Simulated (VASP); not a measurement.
## ZnS: single point with PBE

Crystal: ZnS.

```
Zn S
1.0
     0.00000    2.70465    2.70465
     2.70465    0.00000    2.70465
     2.70465    2.70465    0.00000
Zn S
1 1
Direct
  0.95998 0.95998 0.95998
  0.75000 0.75000 0.75000
```

This cell differs from its parent crystal: all Zn atoms moved +0.375 Å, as atom 1 towards its neighbour atom 2 (S) at 2.342 Å.

```json
{
  "Program": "VASP 6.6.1",
  "Task": "single point",
  "Functional": "PBE",
  "Potentials or basis": "VASP PAW PBE potentials, release 64 (Zn, S)",
  "Cutoff": "520 eV",
  "k mesh": "10 × 10 × 10",
  "Occupations": "gaussian, width 0.05 eV",
  "Spin": "no spin polarisation",
  "Dipole correction": "no",
  "Further INCAR settings": "ALGO = Normal; EDIFF = 1e-07; NBANDS = 16"
}
```

The pressure is 9.4 GPa and the largest force is 5.169 eV/Å. The band gap on the k mesh is 1.98 eV, direct.

Forces in eV/Å, atoms in the order of the input:
```
Zn   2.984  2.984  2.984
S   -2.984 -2.984 -2.984
```

Stress tensor (GPa, compression positive):
```
 9.37 11.49 11.49
11.49  9.37 11.49
11.49 11.49  9.37
```

Levels at points of the mesh, in eV from the valence-band top:
| k point | band 5 | band 6 | band 7 | band 8 | band 9 | band 10 | band 11 | band 12 | band 13 | band 14 |
| --- | --- | --- | --- | --- | --- | --- | --- | --- | --- | --- |
| (0.00, 0.00, 0.00) | -6.32 | -6.32 | -0.76 | 0.00 | 0.00 | 1.98 | 6.13 | 6.13 | 7.03 | 11.37 |
| (0.50, 0.00, 0.00) | -6.24 | -6.13 | -5.04 | -1.45 | -0.41 | 2.90 | 5.66 | 7.70 | 8.48 | 11.55 |
| (0.50, 0.50, 0.50) | -6.39 | -6.39 | -5.82 | -1.22 | -1.22 | 3.75 | 7.22 | 7.22 | 8.89 | 11.60 |
| (0.50, 0.50, 0.00) | -6.25 | -6.15 | -4.69 | -2.36 | -2.17 | 2.80 | 4.10 | 10.48 | 11.53 | 12.55 |

Wall time 38 s on 1 thread of Intel(R) Xeon(R) 6975P-C (Granite Rapids), with other jobs on the host, peak memory 0.2 GiB.

Caveat: the cell differs from its parent crystal (all Zn atoms moved +0.375 Å, as atom 1 towards its neighbour atom 2 (S) at 2.342 Å); forces of over 1 eV/Å act on the atoms, so gaps and moduli don't describe the material at rest.
